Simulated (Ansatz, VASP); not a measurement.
One calculation of B, two programs

```
B
1.0
     0.00000    1.99881    1.99881
     1.99881    0.00000    1.99881
     1.99881    1.99881    0.00000
B
2
Direct
  0.12500 0.12500 0.12500
  0.87500 0.87500 0.87500
```

Alike in both runs: task single point; functional PBE; k mesh 22 × 22 × 22; occupations fermi-dirac, width 0.1 eV; no spin polarisation.

```csv
,VASP,Ansatz
version,VASP 6.6.1,Ansatz 0.2.0
potentials or method,"VASP PAW PBE potentials, release 64 (B), cutoff 520 eV","plane waves (420 eV) with PAW, scalar-relativistic"
valence electrons in the cell,6,6
```

|  | VASP | Ansatz | Ansatz less VASP |
| --- | --- | --- | --- |
| pressure (GPa) | 7.7 | 7.7 | -0.03 |
